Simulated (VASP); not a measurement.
Here is a VASP 6.6.1 calculation.

The input INCAR:

```
SYSTEM = InP
  ALGO = Normal
  EDIFF = 1E-6
  ENCUT = 520
  GGA = PE
  ISIF = 2
  ISMEAR = -1
  LASPH = .TRUE.
  LCHARG = .FALSE.
  LREAL = .FALSE.
  LWAVE = .FALSE.
  NBANDS = 16
  NELM = 100
  PREC = Accurate
  SIGMA = 0.02
```

Contents of KPOINTS:

```
k-points
0
G
  13 13 13
  0 0 0
```

The input POSCAR:

```
InP
1.0
    0.0000000000      2.9343500000      2.8756630000
    2.9343500000      0.0000000000      2.8756630000
    2.9343500000      2.9343500000      0.0000000000
In P
1 1
Direct
    0.0000000000      0.0000000000      0.0000000000
    0.2500000000      0.2500000000      0.2500000000
```

Potentials or basis: VASP PAW PBE potentials, release 64 (In_d, P).

Run with:

```console
$ cat potpaw_PBE.64/In_d/POTCAR potpaw_PBE.64/P/POTCAR > POTCAR
$ mpirun -np 1 vasp_std > vasp.out
```

Problem. Predict the pressure.

Solution. 4.5 GPa.

Problem. Estimate the band gap on the k mesh.

Solution. 0.74 eV, direct.

Stress tensor (GPa, compression positive):
```
4.27 0.00 0.00
0.00 4.27 0.00
0.00 0.00 5.03
```

Caveat: the cell differs from its parent crystal (z stretched by -2 %, then relaxed in part); spin-orbit coupling is left out, which moves the levels of the heavy elements.
